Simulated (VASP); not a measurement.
Write the native input for VASP 6.6.1 that does the following.

```
Task                   : single point
Functional             : PBE
Potentials or basis    : VASP PAW PBE potentials, release 64 (H)
Cutoff                 : 520 eV
k mesh                 : 2 × 2 × 2, shifted
Occupations            : fermi-dirac, width 0.0689 eV
Spin                   : no spin polarisation
Dipole correction      : no
Further INCAR settings : LREAL = Auto; ALGO = Normal; EDIFF = 1e-06; NBANDS = 22
```

The structure of H lies in POSCAR:

```
H
1.0
    7.2247570123     -7.2345248562      0.0000000000
    7.2247570123      7.2345248562      0.0000000000
   -7.2247570123      0.0000000000      7.2558915406
H
16
Direct
    0.2009454872      0.8583478868      0.7397821439
    0.5513952606      0.3732658014      0.5668789255
    0.2315324000      0.9466078338      0.3047768820
    0.6522936785      0.4778888593      0.2322432730
    0.6122050869      0.7834436996      0.8019920044
    0.2454674000      0.3202189574      0.8652619688
    0.0084703513      0.3121812437      0.2089686693
    0.5234636051      0.8811119719      0.2496505067
    0.5890058249      0.8555835254      0.8373328027
    0.1762576796      0.3533946756      0.8155393403
    0.0496540034      0.4068120823      0.2554220925
    0.4840080707      0.8157954441      0.1428781004
    0.2354154534      0.7811602090      0.7228583794
    0.6354453724      0.4145334215      0.6307577745
    0.2075686872      0.9668296074      0.3687444865
    0.5968715699      0.4528247914      0.2569126054
```

This cell differs from its parent crystal: dynamics (nvt nose hoover) at 800 K, volume x 1.02, from the last frame before.

One way to write it, as run:

INCAR

```
SYSTEM = H
  PREC = Accurate
  ENCUT = 520
  EDIFF = 1E-6
  ISMEAR = -1
  SIGMA = 0.0689
  LREAL = Auto
  LASPH = .True.
  NELM = 80
  ALGO = Normal
  ISIF = 2
  LWAVE = .False.
  LCHARG = .True.
  GGA = PE
  LELF = .True.
  LVHAR = .True.
  NBANDS = 22
```

KPOINTS

```
Automatic mesh
0
Gamma
  2 2 2
  0.5 0.5 0.5
```

Potentials or basis: VASP PAW PBE potentials, release 64 (H).

Run with:

```console
$ cat potpaw_PBE.64/H/POTCAR > POTCAR
$ mpirun -np 1 vasp_std > vasp.out
```

It gave:

```yaml
Pressure: -0.5 GPa
Largest_force: 2.307 eV/Å
Band_gap_on_the_k_mesh: 9.24 eV
```

Caveat: the atoms stand as in a frame of molecular dynamics; a shifted mesh leaves out Γ, where band edges can lie; forces of over 1 eV/Å act on the atoms, so gaps and moduli don't describe the material at rest.

Run time: 2.5 min on 1 thread of AMD EPYC 7R43 64-Core Processor (Zen 3) (shared host), peak memory 0.8 GiB.
